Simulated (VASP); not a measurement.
BaTe, 2 atoms in the cell. It takes space group Pm-3m (No. 221, cubic). Conventional cell: a = 4.202 Å, b = 4.202 Å, c = 4.202 Å, α = 90.00°, β = 90.00°, γ = 90.00°. Ba (site symmetry m-3m) has 8 Te at 3.64 Å and 6 Ba at 4.20 Å within 4.8 Å. Within 4.8 Å of Te (site symmetry m-3m) lie 8 Ba at 3.64 Å and 6 Te at 4.20 Å.  This cell differs from its parent crystal: volume changed by -3%.

```yaml
Program: VASP 6.6.1
Task: single point
Functional: r2SCAN
Potentials_or_basis: VASP PAW PBE potentials, release 64 (Ba_sv, Te)
Cutoff: 520 eV
k_mesh: 6 × 6 × 6
Occupations: gaussian, width 0.01 eV
Spin: no spin polarisation
Dipole_correction: no
Further_INCAR_settings: ALGO = Normal; EDIFF = 1e-06; NBANDS = 15
```

Potentials or basis: VASP PAW PBE potentials, release 64 (Ba_sv, Te).

Command:

```console
$ cat potpaw_PBE.64/Ba_sv/POTCAR potpaw_PBE.64/Te/POTCAR > POTCAR
$ cp INCAR.step1 INCAR
$ mpirun -np 1 vasp_std > vasp.out
$ cp INCAR.step2 INCAR
$ mpirun -np 1 vasp_std > vasp.out
```

Hardware: 1 thread of Intel(R) Xeon(R) Platinum 8259CL CPU @ 2.50GHz (Skylake/Cascade Lake), with other jobs on the host.

**Question.** How long does it take, and how much memory?

**Answer.** It took 49 s on 1 thread of Intel(R) Xeon(R) Platinum 8259CL CPU @ 2.50GHz (Skylake/Cascade Lake), on a shared host, peak memory 0.19 GiB. Counts: k points 20.
